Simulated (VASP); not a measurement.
Li2S, 3 atoms in the cell. It takes space group Fm-3m (No. 225, cubic). Conventional cell: a = 5.370 Å, b = 5.370 Å, c = 5.370 Å, α = 90.00°, β = 90.00°, γ = 90.00°. Within 3.1 Å of Li (site symmetry -43m) lie 4 S at 2.33 Å and 6 Li at 2.68 Å. Within 3.1 Å of S (site symmetry m-3m) lie 8 Li at 2.33 Å.  This cell differs from its parent crystal: strain -5.6%.

- Program: VASP 6.6.1
- Task: single point
- Functional: r2SCAN
- Potentials or basis: VASP PAW PBE potentials, release 64 (Li_sv, S)
- Cutoff: 830 eV
- k mesh: 8 × 8 × 8
- Occupations: gaussian, width 0.01 eV
- Spin: no spin polarisation
- Dipole correction: no
- Further INCAR settings: ALGO = Normal; EDIFF = 1e-06; NBANDS = 13

Potentials or basis: VASP PAW PBE potentials, release 64 (Li_sv, S).

Run with:

```console
$ cat potpaw_PBE.64/Li_sv/POTCAR potpaw_PBE.64/S/POTCAR > POTCAR
$ cp INCAR.step1 INCAR
$ mpirun -np 1 vasp_std > vasp.out
$ cp INCAR.step2 INCAR
$ mpirun -np 1 vasp_std > vasp.out
```

Hardware: 1 thread of Intel(R) Xeon(R) Platinum 8488C (Sapphire Rapids) (shared host).

Estimate the wall time of this run.

Wall time 78 s on 1 thread of Intel(R) Xeon(R) Platinum 8488C (Sapphire Rapids), with other jobs on the host, peak memory 0.21 GiB. Counts: k points 29.
